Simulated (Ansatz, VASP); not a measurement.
**As: VASP beside Ansatz**

POSCAR

```
As
1.0
    1.8807968987      1.0858785957      3.5140619945
   -1.8807968987      1.0858785957      3.5140619945
    0.0000000000     -2.1717571915      3.5140619945
As
2
Direct
    0.2260000000      0.2260000000      0.2260000000
    0.7740000000      0.7740000000      0.7740000000
```

File INCAR.step1:

```
PREC = Accurate ; ENCUT = 520
EDIFF = 1E-5 ; ISMEAR = -1
SIGMA = 0.05 ; LREAL = False
LASPH = True ; NELM = 60
ALGO = Normal ; ISIF = 2
LWAVE = True ; LCHARG = False
GGA = PE ; NBANDS = 12
```

INCAR.step2

```
PREC = Accurate ; ENCUT = 520
EDIFF = 1E-6 ; ISMEAR = -1
SIGMA = 0.05 ; LREAL = False
LASPH = True ; NELM = 60
ALGO = Normal ; ISIF = 2
LWAVE = False ; LCHARG = False
METAGGA = R2SCAN ; LHFCALC = True
AEXX = 0.1 ; LMIXTAU = True
PRECFOCK = Normal ; ISTART = 1
NBANDS = 12
```

Contents of KPOINTS:

```
Automatic mesh
0
Gamma
  5 5 5
```

Contents of input:

```
crystal:
  lattice:
    - [1.8807968987, 1.0858785957, 3.5140619945]
    - [-1.8807968987, 1.0858785957, 3.5140619945]
    - [0.0, -2.1717571915, 3.5140619945]
  atoms:
    - { symbol: As, position: [0.226, 0.226, 0.226] }
    - { symbol: As, position: [0.774, 0.774, 0.774] }
hamiltonian:
  xc: r2scanh
  pseudopotentials: { kind: paw }
kpoints:
  mp_grid: { grid: [5, 5, 5] }
scf:
  occupations: { method: fermi_dirac, width: 0.05 }
output:
  forces: true
  stress: true
  eigenvalues: true
  write_density: true
  write_potential: true
  elf: true
  volumetric_format: npy
```

Alike in both runs: task single point; functional r2SCANh; k mesh 5 × 5 × 5; occupations fermi-dirac, width 0.05 eV; no spin polarisation.

|  | VASP | Ansatz |
| --- | --- | --- |
| version | VASP 6.6.1 | Ansatz 0.2.0 |
| potentials or method | VASP PAW PBE potentials, release 64 (As) | Ansatz PAW |
| plane-wave cutoff (eV) | 520 | 500 |
| valence electrons in the cell | 10 | 30 |

```tsv
	VASP	Ansatz	Ansatz less VASP
gap on the k mesh at the Fermi level (eV)	0.39	0.36	-0.030
least direct gap on the mesh (eV)	0.77	0.74	-0.027
pressure (GPa)	0.7	0.9	+0.18
traceless stress, the component that is largest in VASP (GPa)	-0.64	-0.59	+0.054
rms of the force components (eV/Å)	0.043	0.056	+0.0123
```

VASP's potentials were made for PBE, not for r2SCANh. Atom by atom the forces differ by 0.012 eV/Å (rms over components). The functional is the same, so the differences come from potentials, cutoffs and numerics. VASP's potentials hold 10 valence electrons a cell and Ansatz's 30, so a difference there can come from the potentials and not from the codes.

Noted on Ansatz's run: odd divisions of the mesh miss points on the zone boundary, where band edges often lie, so the gap on the mesh can be too wide.
